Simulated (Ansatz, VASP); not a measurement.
## One calculation of AgBr, two programs

The input INCAR:

```
PREC = Accurate
ENCUT = 500
EDIFF = 1E-6
ISMEAR = -1
SIGMA = 0.01
LREAL = False
LASPH = True
NELM = 200
ALGO = Normal
ISIF = 2
LWAVE = False
LCHARG = False
LNONCOLLINEAR = True
MAGMOM = 0 0 0 0 0 0
LORBIT = 11
LSORBIT = True
GGA_COMPAT = False
LORBMOM = True
LMAXMIX = 4
GGA = PS
NBANDS = 30
```

The input KPOINTS:

```
Automatic mesh
0
Gamma
  8 8 8
```

POSCAR

```
AgBr
1.0
    2.7772633056      2.7772633056      0.0000000000
   -2.7772633056      2.7772633056      0.0000000000
    0.0000000000      2.7772633056      2.7772633056
Ag Br
1 1
Direct
    0.0000000000      0.0000000000      0.0000000000
    0.5000000000      0.5000000000      0.0000000000
```

Input for Ansatz:

```yaml
crystal:
  lattice:
    - [2.77726330558, 2.77726330558, 0.0]
    - [-2.77726330558, 2.77726330558, 0.0]
    - [0.0, 2.77726330558, 2.77726330558]
  atoms:
    - { symbol: Ag, position: [0.0, 0.0, 0.0] }
    - { symbol: Br, position: [0.5, 0.5, 0.0] }
kpoints:
  mp_grid: { grid: [8, 8, 8] }
scf:
  occupations: { method: fermi_dirac, width: 0.01 }
  convergence: { dr2_threshold: 1.0e-10 }
hamiltonian:
  xc: pbesol
  pseudopotentials: { kind: all_electron, lapw: { basis_error: 0.0005 } }
magnetization:
  noncollinear: true
  spin_orbit: true
output:
  forces: true
  stress: true
  eigenstates:
    kpoints:
      - [0.0, 0.0, 0.0]
      - [0.5, 0.0, 0.0]
      - [0.0, 0.5, 0.5]
      - [0.0, -0.5, 0.0]
      - [0.5, 0.0, 0.5]
      - [-0.5, -0.5, -0.5]
      - [-0.5, 0.5, 0.0]
      - [0.0, 0.0, -0.5]
  eigenvalues: true
```

Alike in both runs: task single point; functional PBEsol; k mesh 8 × 8 × 8; occupations fermi-dirac, width 0.01 eV; non-collinear spin, spin-orbit coupling.

|  | VASP | Ansatz |
| --- | --- | --- |
| version | VASP 6.6.1 | Ansatz 0.2.0 |
| potentials or method | VASP PAW PBE potentials, release 64 (Ag, Br), cutoff 500 eV | all-electron LAPW |

```csv
,VASP,Ansatz,Ansatz less VASP
pressure (GPa),3.9,4.0,+0.02
net moment per atom (μB),0.00,0.00,0.000
```

VASP's potentials were made for PBE, not for PBEsol. Ansatz ran all-electron here, and VASP with PAW potentials.
